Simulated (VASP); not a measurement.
# Ag2O (Pn-3m) in VASP: further runs

Runs on Ag2O. Level: PBE. Tasks: single point.

Everything below comes from runs of VASP 6.6.1. Logs are shortened: lines on timing, memory, paths and dates and some standing lists are left out, and cuts for length are marked.

### Step 1. The cell of the first run

Symmetry: Pn-3m, No. 224, cubic system. Conventional cell: a = 4.663 Å, b = 4.663 Å, c = 4.663 Å, α = 90.00°, β = 90.00°, γ = 90.00°. Ag (site symmetry -3m) has 2 O at 2.02 Å within 2.7 Å. O (site symmetry -43m) has 4 Ag at 2.02 Å within 2.7 Å.

### Step 2. Single point, PBE (16.90 Å³/atom)

The input, INCAR:

```
PREC = Accurate ; ENCUT = 600
EDIFF = 1E-6 ; ISMEAR = 0
SIGMA = 0.1 ; LREAL = False
LASPH = True ; NELM = 120
ALGO = Normal ; ISIF = 2
LWAVE = False ; LCHARG = True
GGA = PE ; LELF = True
LVHAR = True ; NBANDS = 37
GGA_COMPAT = False
```

The input, KPOINTS:

```
Automatic mesh
0
Gamma
  8 8 8
```

The input, POSCAR:

```
Ag2O
1.0
    4.6630619028      0.0000000000      0.0000000000
    0.0000000000      4.6630619028      0.0000000000
    0.0000000000      0.0000000000      4.6630619028
Ag O
4 2
Direct
    0.2500000000      0.2500000000      0.2500000000
    0.2500000000      0.7500000000      0.7500000000
    0.7500000000      0.7500000000      0.2500000000
    0.7500000000      0.2500000000      0.7500000000
    0.0000000000      0.0000000000      0.0000000000
    0.5000000000      0.5000000000      0.5000000000
```

Potentials or basis: VASP PAW PBE potentials, release 64 (Ag, O).

On the command line:

```sh
$ cat potpaw_PBE.64/Ag/POTCAR potpaw_PBE.64/O/POTCAR > POTCAR
$ mpirun -np 1 vasp_std > vasp.out
```

OUTCAR:

```text
PREC = Accurate
   ENCUT = 600
   EDIFF = 1E-6
   ISMEAR = 0
   LREAL = False
   LASPH = True
   NELM = 120
   ISIF = 2
   GGA = PE

 ion  position               nearest neighbor table
   1  0.250  0.250  0.250-   5 2.02   6 2.02   4 3.30   2 3.30   3 3.30   2 3.30   4 3.30   2 3.30
                             3 3.30   2 3.30   3 3.30   4 3.30   4 3.30   3 3.30
   2  0.250  0.750  0.750-   5 2.02   6 2.02   4 3.30   1 3.30   3 3.30   1 3.30   3 3.30   1 3.30
                             4 3.30   1 3.30   3 3.30   4 3.30   3 3.30   4 3.30
   3  0.750  0.750  0.250-   5 2.02   6 2.02   4 3.30   1 3.30   2 3.30   2 3.30   4 3.30   1 3.30
                             4 3.30   4 3.30   1 3.30   2 3.30   2 3.30   1 3.30
   4  0.750  0.250  0.750-   5 2.02   6 2.02   3 3.30   1 3.30   2 3.30   1 3.30   3 3.30   2 3.30
                             3 3.30   3 3.30   1 3.30   2 3.30   1 3.30   2 3.30
   5  0.000  0.000  0.000-   1 2.02   2 2.02   3 2.02   4 2.02
   6  0.500  0.500  0.500-   1 2.02   2 2.02   3 2.02   4 2.02

  LATTYP: Found a simple cubic cell.
 ALAT       =     4.6630619028

  Lattice vectors:

 A1 = (   4.6630619028,   0.0000000000,   0.0000000000)
 A2 = (   0.0000000000,   4.6630619028,   0.0000000000)
 A3 = (   0.0000000000,   0.0000000000,   4.6630619028)

Analysis of symmetry for initial positions (statically):
=====================================================================
 Subroutine PRICEL returns:
 Original cell was already a primitive cell.

 Routine SETGRP: Setting up the symmetry group for a
 simple cubic supercell.

 Subroutine GETGRP returns: Found 48 space group operations
 (whereof 24 operations were pure point group operations)
 out of a pool of 48 trial point group operations.

The static configuration has the point symmetry T_d .
 The point group associated with its full space group is O_h .

Analysis of symmetry for dynamics (positions and initial velocities):
=====================================================================
 Subroutine PRICEL returns:
 Original cell was already a primitive cell.

 Routine SETGRP: Setting up the symmetry group for a
 simple cubic supercell.

 Subroutine GETGRP returns: Found 48 space group operations
 (whereof 24 operations were pure point group operations)
 out of a pool of 48 trial point group operations.

The dynamic configuration has the point symmetry T_d .
 The point group associated with its full space group is O_h .

 Subroutine INISYM returns: Found 48 space group operations
 (whereof 24 operations are pure point group operations),
 and found     1 'primitive' translations

----------------------------------------------------------------------------------------

                                     Primitive cell

  volume of cell :     101.3943

  direct lattice vectors                    reciprocal lattice vectors
     4.663061903  0.000000000  0.000000000     0.214451367  0.000000000  0.000000000
     0.000000000  4.663061903  0.000000000     0.000000000  0.214451367  0.000000000
     0.000000000  0.000000000  4.663061903     0.000000000  0.000000000  0.214451367

  length of vectors
     4.663061903  4.663061903  4.663061903     0.214451367  0.214451367  0.214451367

  position of ions in fractional coordinates (direct lattice)
     0.250000000  0.250000000  0.250000000
     0.250000000  0.750000000  0.750000000
     0.750000000  0.750000000  0.250000000
     0.750000000  0.250000000  0.750000000
     0.000000000  0.000000000  0.000000000
     0.500000000  0.500000000  0.500000000

  ion indices of the primitive-cell ions
   primitive index   ion index
                 1           1
                 2           2
                 3           3
                 4           4
                 5           5
                 6           6

----------------------------------------------------------------------------------------

 KPOINTS: Automatic mesh

Automatic generation of k-mesh.
 Grid dimensions read from file:
 generate k-points for:    8    8    8

 Generating k-lattice:

  Cartesian coordinates                     Fractional coordinates (reciprocal lattice)
     0.026806421  0.000000000  0.000000000     0.125000000  0.000000000  0.000000000
     0.000000000  0.026806421  0.000000000     0.000000000  0.125000000  0.000000000
     0.000000000  0.000000000  0.026806421     0.000000000  0.000000000  0.125000000

  Length of vectors
     0.026806421  0.026806421  0.026806421

  Shift w.r.t. Gamma in fractional coordinates (k-lattice)
     0.000000000  0.000000000  0.000000000

 Subroutine IBZKPT returns following result:
 ===========================================

 Found     35 irreducible k-points:

 Following reciprocal coordinates:
            Coordinates               Weight
  0.000000  0.000000  0.000000      1.000000
  0.125000  0.000000  0.000000      6.000000
  0.250000  0.000000  0.000000      6.000000
  0.375000  0.000000  0.000000      6.000000
  0.500000  0.000000  0.000000      3.000000
  0.125000  0.125000  0.000000     12.000000
[... 16 lines left out ...]
  0.375000  0.375000  0.125000     24.000000
  0.500000  0.375000  0.125000     24.000000
 [... further k-points ...]
   k-points           NKPTS =     35   k-points in BZ     NKDIM =     35   number of bands    NBANDS=     37
   number of dos      NEDOS =    301   number of ions     NIONS =      6
   total plane-waves  NPLWV =  64000
   dimension x,y,z NGX =    40 NGY =   40 NGZ =   40
   dimension x,y,z NGXF=    80 NGYF=   80 NGZF=   80
   ions per type =               4   2
   NGX,Y,Z   is equivalent  to a cutoff of  14.26, 14.26, 14.26 a.u.
   NGXF,Y,Z  is equivalent  to a cutoff of  28.52, 28.52, 28.52 a.u.
 SYSTEM =  unknown system
   PREC   = accura    normal or accurate (medium, high low for compatibility)
   ISTART =      0    job   : 0-new  1-cont  2-samecut
   ICHARG =      2    charge: 1-file 2-atom 10-const
   ISPIN  =      1    spin polarized calculation?
   LNONCOLLINEAR =      F non collinear calculations
   LSORBIT =      F    spin-orbit coupling
   LASPH  =      T    aspherical Exc in radial PAW
   ENCUT  =  600.0 eV  44.10 Ry    6.64 a.u.   9.31  9.31  9.31*2*pi/ulx,y,z
   NELM   =    120;   NELMIN=  2; NELMDL= -5     # of ELM steps
   EDIFF  = 0.1E-05   stopping-criterion for ELM
   LREAL  =      F    real-space projection
   EDIFFG = 0.1E-04   stopping-criterion for IOM
   NSW    =      0    number of steps for IOM
   IBRION =     -1    ionic relax: 0-MD 1-quasi-New 2-CG
   NFREE  =      0    steps in history (QN), initial steepest desc. (CG)
   ISIF   =      2    stress and relaxation
   ISYM   =      2    0-nonsym 1-usesym 2-fastsym
   POTIM  = 0.5000    time-step for ionic-motion
   TEBEG  =    0.0;   TEEND  =   0.0 temperature during run
   PSTRESS=    0.0 pullay stress
   NELECT =      56.0000    total number of electrons
   NUPDOWN=      -1.0000    fix difference up-down
   EMIN   =  10.00;   EMAX   =-10.00  energy-range for DOS
   EFERMI =   0.00;   METHOD = LEGACY
   ISMEAR =     0;   SIGMA  =   0.10  broadening in eV -4-tet -1-fermi 0-gaus
   EFERMI_NEDOS =   21; number of points for ismear=-14 and -15
   IALGO  =     38    algorithm
   IMIX   =      4    mixing-type and parameters
     AMIX     =   0.40;   BMIX     =  1.00
     AMIX_MAG =   1.60;   BMIX_MAG =  1.00
  volume/ion in A,a.u.               =      16.90       114.04
  Fermi-wavevector in a.u.,A,eV,Ry     =   1.343176  2.538235 24.546575  1.804122
  Thomas-Fermi vector in A             =   2.471271
   LORBIT       =      0    0 simple, 1 ext, 2 COOP (PROOUT), +10 PAW based schemes
   GGA     = PE    functional components
   LHFCALC =     F    Hartree Fock is set to
   AEXX    =    0.0000 exact exchange contribution
   IVDW    =     0    specifies the selected vdW correction
   LEPSILON=     F    determine dielectric tensor
   LRPA    =     F    only Hartree local field effects (RPA)
 non-spin polarized calculation
 Gauss-broadening in eV      SIGMA  =   0.10
  energy-cutoff  :      600.00
  volume of cell :      101.39
 maximum number of plane-waves:      3415
 NGX is ok and might be reduce to    40
   NGX = 19   NGY = 19   NGZ = 19

 number of electron      56.0000036 magnetization

 Free energy of the ion-electron system (eV)
  ---------------------------------------------------
  ext. energy  EPLUGINS =         0.00000000
  ---------------------------------------------------
  free energy    TOTEN  =       -21.22261672 eV

  energy without entropy =      -21.22217129  energy(sigma->0) =      -21.22239400

 E-fermi :   5.2598     XC(G=0): -10.7378

 val. band max:        5.2595814648   @ k =   0.0000   0.0000   0.0000
 cond. band min:       5.4450789112   @ k =   0.1250   0.0000   0.0000
 fundamental gap:      0.1854974465
 Fermi energy:         5.2598127532

 k-point     1 :       0.0000    0.0000    0.0000
  band No.  band energies     occupation
      1     -14.0907      2.00000
      2     -13.3231      2.00000
      3      -2.0899      2.00000
      4      -2.0899      2.00000
      5      -2.0899      2.00000
      6       0.2432      2.00000
[... 29 lines left out ...]
     36      13.9289      0.00000
     37      13.9289      0.00000

 k-point     2 :       0.1250    0.0000    0.0000
  band No.  band energies     occupation
      1     -14.0632      2.00000
      2     -13.3543      2.00000
      3      -2.0343      2.00000
      4      -2.0343      2.00000
      5      -2.0113      2.00000
      6       0.3137      2.00000
[... 29 lines left out ...]
     36      13.7227      0.00000
     37      13.7227      0.00000

 k-point     3 :       0.2500    0.0000    0.0000
  band No.  band energies     occupation
      1     -13.9844      2.00000
      2     -13.4424      2.00000
      3      -1.8773      2.00000
      4      -1.8773      2.00000
      5      -1.7824      2.00000
      6       0.0737      2.00000
[... 29 lines left out ...]
     36      13.3107      0.00000
     37      13.3107      0.00000
[... 761 lines left out ...]
 k-point    23 :       0.3750    0.3750    0.1250
  band No.  band energies     occupation
      1     -13.8328      2.00000
      2     -13.5914      2.00000
      3      -1.7963      2.00000
      4      -1.6837      2.00000
      5      -1.2311      2.00000
      6      -0.6177      2.00000
[... 29 lines left out ...]
     36      14.4751      0.00000
     37      14.6237      0.00000

 k-point    24 :       0.5000    0.3750    0.1250
  band No.  band energies     occupation
      1     -13.8292      2.00000
      2     -13.5932      2.00000
      3      -1.7414      2.00000
      4      -1.7350      2.00000
      5      -1.2922      2.00000
      6      -0.5375      2.00000
[... 29 lines left out ...]
     36      14.0641      0.00000
     37      14.6857      0.00000

 [... further k-points ...]
[... 5 lines left out ...]
  --------------------------------------------------------------------------------------
  -------------------------------------------------------------------------------------
  Total        5.2302595      5.2302595      5.2302595      0.0000000     -0.0000000      0.0000000
  in kB       82.6457022     82.6457022     82.6457022      0.0000000     -0.0000000      0.0000000
  external PRESSURE =      82.6457022 kB  Pullay stress =       0.0000000 kB

 VOLUME and BASIS-vectors are now :
 -----------------------------------------------------------------------------
  energy-cutoff  :      600.00
  volume of cell :      101.39
      direct lattice vectors                 reciprocal lattice vectors
     4.663061903  0.000000000  0.000000000     0.214451367  0.000000000  0.000000000
     0.000000000  4.663061903  0.000000000     0.000000000  0.214451367  0.000000000
     0.000000000  0.000000000  4.663061903     0.000000000  0.000000000  0.214451367

 POSITION                                       TOTAL-FORCE (eV/Angst)
 -----------------------------------------------------------------------------------
      1.16577      1.16577      1.16577         0.000000     -0.000000      0.000000
      1.16577      3.49730      3.49730         0.000000     -0.000000      0.000000
      3.49730      3.49730      1.16577        -0.000000      0.000000     -0.000000
      3.49730      1.16577      3.49730         0.000000      0.000000     -0.000000
      0.00000      0.00000      0.00000         0.000000      0.000000      0.000000
      2.33153      2.33153      2.33153         0.000000      0.000000      0.000000
 -----------------------------------------------------------------------------------
    total drift:                                0.000000     -0.000000     -0.000000

  FREE ENERGIE OF THE ION-ELECTRON SYSTEM (eV)
  ---------------------------------------------------
  free  energy   TOTEN  =       -21.2226167209 eV

  energy  without entropy=      -21.2221712873  energy(sigma->0) =      -21.22239400
```

Wall time 73 s (1 thread of Intel Xeon 6975P-C (Granite Rapids), shared host); peak memory 0.31 GiB.

What came out:

| Property | Result |
| --- | --- |
| Free energy | -21.2226 eV |
| Pressure | 8.3 GPa |

Levels at points of the mesh, in eV from the Fermi level:
```
           k point  band 24  band 25  band 26  band 27  band 28  band 29  band 30  band 31  band 32  band 33
(0.00, 0.00, 0.00)    -2.85    -2.85    -0.09    -0.09    -0.09     0.00     1.78     1.78     7.38     7.38
(0.50, 0.00, 0.00)    -2.90    -1.81    -1.81    -0.60    -0.60     2.04     2.04     4.62     4.62     7.01
(0.50, 0.50, 0.00)    -2.20    -1.83    -1.83    -0.97    -0.97     2.00     2.00     3.68     3.68     6.78
(0.50, 0.50, 0.50)    -2.94    -1.87    -0.83    -0.83    -0.83     2.35     2.35     2.35     4.90     4.90
```

Caveat: the cell stands under pressure.

### Step 3. Single point, PBE (17.46 Å³/atom)

This run uses another cell than the first one, of 17.46 Å³/atom.

The input, INCAR:

```
SYSTEM = Ag2O
  PREC = Accurate
  ENCUT = 600
  EDIFF = 1E-6
  ISMEAR = 0
  SIGMA = 0.1
  LREAL = .FALSE.
  LASPH = .TRUE.
  NELM = 120
  ALGO = Normal
  ISIF = 2
  LWAVE = .FALSE.
  LCHARG = .FALSE.
  GGA = PE
  NBANDS = 37
  GGA_COMPAT = .FALSE.
```

The input, KPOINTS:

```
Automatic mesh
0
G
  8 8 8
  0 0 0
```

POSCAR, as its differences from that of step 2:

```diff
@@ -2,5 +2,5 @@
 1.0
-    4.6630619028      0.0000000000      0.0000000000
-    0.0000000000      4.6630619028      0.0000000000
-    0.0000000000      0.0000000000      4.6630619028
+    4.7137513295      0.0000000000      0.0000000000
+    0.0000000000      4.7137513295      0.0000000000
+    0.0000000000      0.0000000000      4.7137513295
 Ag O
```

Potentials or basis: VASP PAW PBE potentials, release 64 (Ag, O).

On the command line:

```sh
$ cat potpaw_PBE.64/Ag/POTCAR potpaw_PBE.64/O/POTCAR > POTCAR
$ mpirun -np 1 vasp_std > vasp.out
```

It took 86 s on 1 thread of Intel Xeon 6975P-C (Granite Rapids), shared host; peak memory 0.31 GiB.

The run converged. Its results:

| Item | Value |
| --- | --- |
| Free energy | -21.3629 eV |
| Pressure | 4.9 GPa |

Levels at points of the mesh, in eV from the Fermi level:
```csv
k point,band 25,band 26,band 27,band 28,band 29,band 30,band 31,band 32
"(0.00, 0.00, 0.00)",-2.75,-0.08,-0.08,-0.08,-0.04,1.92,1.92,7.23
"(0.50, 0.00, 0.00)",-1.71,-1.71,-0.56,-0.56,2.01,2.01,4.66,4.66
"(0.50, 0.50, 0.00)",-1.73,-1.73,-0.91,-0.91,2.02,2.02,3.67,3.67
"(0.50, 0.50, 0.50)",-1.84,-0.78,-0.78,-0.78,2.47,2.47,2.47,4.82
```

Caveat: the cell stands under pressure.

### Step 4. Single point, PBE (19.13 Å³/atom)

This run uses another cell than the first one, of 19.13 Å³/atom.

The input, INCAR:

```
PREC = Accurate ; ENCUT = 600
EDIFF = 1E-6 ; ISMEAR = 0
SIGMA = 0.1 ; LREAL = F
LASPH = T ; NELM = 120
ALGO = Normal ; ISIF = 2
LWAVE = F ; LCHARG = F
GGA = PE ; NBANDS = 37
GGA_COMPAT = F
```

The input, KPOINTS:

```
Automatic mesh
0
Gamma
  8 8 8
```

POSCAR, as its differences from that of step 3:

```diff
@@ -2,5 +2,5 @@
 1.0
-    4.7137513295      0.0000000000      0.0000000000
-    0.0000000000      4.7137513295      0.0000000000
-    0.0000000000      0.0000000000      4.7137513295
+    4.8596291105      0.0000000000      0.0000000000
+    0.0000000000      4.8596291105      0.0000000000
+    0.0000000000      0.0000000000      4.8596291105
 Ag O
```

On the command line:

```sh
$ cat potpaw_PBE.64/Ag/POTCAR potpaw_PBE.64/O/POTCAR > POTCAR
$ mpirun -np 1 vasp_std > vasp.out
```

It took 77 s on 1 thread of Intel Xeon 6975P-C (Granite Rapids), shared host; peak memory 0.32 GiB.

Results (log left out):

* Free energy: -21.4434 eV
* Pressure: -2.0 GPa
* Band gap on the k mesh: zero (filled and empty bands touch)

Levels at points of the mesh, in eV from the Fermi level:
| k point | band 25 | band 26 | band 27 | band 28 | band 29 | band 30 | band 31 | band 32 |
| --- | --- | --- | --- | --- | --- | --- | --- | --- |
| (0.00, 0.00, 0.00) | -2.49 | -0.14 | -0.05 | -0.05 | -0.05 | 2.29 | 2.29 | 6.83 |
| (0.50, 0.00, 0.00) | -1.47 | -1.47 | -0.46 | -0.46 | 1.94 | 1.94 | 4.76 | 4.76 |
| (0.50, 0.50, 0.00) | -1.48 | -1.48 | -0.77 | -0.77 | 2.09 | 2.09 | 3.62 | 3.62 |
| (0.50, 0.50, 0.50) | -1.76 | -0.67 | -0.67 | -0.67 | 2.77 | 2.77 | 2.77 | 4.59 |

### Step 5. Summary

| cell | pressure (GPa) |
| --- | --- |
| a = 4.663 Å, 6 atoms | 8.3 |
| a = 4.714 Å, 6 atoms | 4.9 |
| a = 4.860 Å, 6 atoms | -2.0 |

Alike in all rows: task single point; level PBE; potentials or basis VASP PAW PBE potentials, release 64 (Ag, O); no spin polarisation; k mesh 8 × 8 × 8; cutoff (eV) 600; smearing gaussian 0.1 eV.

Caveats: the cell stands under pressure (at least some runs).

Total energies depend on the potentials used, so only differences within one code and one set of settings carry meaning.
